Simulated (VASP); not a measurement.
KScS2: single point with r2SCAN

KScS2:

```
K S Sc
1.0
     4.15591    0.00000    0.00000
     0.00000    4.15591    0.00000
     0.00000    0.00000    5.44277
K S Sc
1 2 1
Cartesian
  0.0000 0.0000 0.0000
  0.0000 0.0000 2.7214
  2.0780 2.0780 0.0000
  2.0780 2.0780 2.7214
```

This cell differs from its parent crystal: epitaxial xy strain +3.0%.

```yaml
Program: VASP 6.6.1
Task: single point
Functional: r2SCAN
Potentials_or_basis: VASP PAW PBE potentials, release 64 (K_sv, S, Sc_sv)
Cutoff: 520 eV
k_mesh: 6 × 6 × 6
Occupations: gaussian, width 0.01 eV
Spin: no spin polarisation
```

```yaml
Pressure: -2.4 GPa
Band_gap_on_the_k_mesh: 0.56 eV, direct
```

Stress tensor (GPa, compression positive):
```
-3.81  0.00  0.00
 0.00 -3.81  0.00
 0.00  0.00  0.34
```

Levels at points of the mesh, in eV from the valence-band top:
| k point | band 12 | band 13 | band 14 | band 15 | band 16 | band 17 | band 18 | band 19 | band 20 | band 21 |
| --- | --- | --- | --- | --- | --- | --- | --- | --- | --- | --- |
| (0.00, 0.00, 0.00) | -1.74 | -1.74 | -0.18 | 0.00 | 0.00 | 0.56 | 1.37 | 1.65 | 1.65 | 1.88 |
| (0.50, 0.00, 0.00) | -2.40 | -1.88 | -1.67 | -1.07 | -0.69 | 1.79 | 1.99 | 2.12 | 2.43 | 3.50 |
| (0.50, 0.50, 0.00) | -3.05 | -1.54 | -0.50 | -0.50 | -0.48 | 1.03 | 1.03 | 1.99 | 2.05 | 2.20 |
| (0.00, 0.00, 0.50) | -1.94 | -1.76 | -1.76 | -0.52 | -0.52 | 0.63 | 1.38 | 2.19 | 2.53 | 2.53 |
| (0.50, 0.00, 0.50) | -2.71 | -2.47 | -2.36 | -0.95 | -0.89 | 2.02 | 2.50 | 2.54 | 3.47 | 4.35 |
| (0.50, 0.50, 0.50) | -3.04 | -2.77 | -1.57 | -1.25 | -1.25 | 2.07 | 2.20 | 2.29 | 2.29 | 2.44 |

Wall time 2.4 min on 1 thread of Intel(R) Xeon(R) Platinum 8488C (Sapphire Rapids) (shared host), peak memory 0.26 GiB.

Caveat: the cell differs from its parent crystal (epitaxial xy strain +3.0%); the PAW data sets were made with another functional, which shifts forces and pressure a little. A k mesh can miss the band edges.
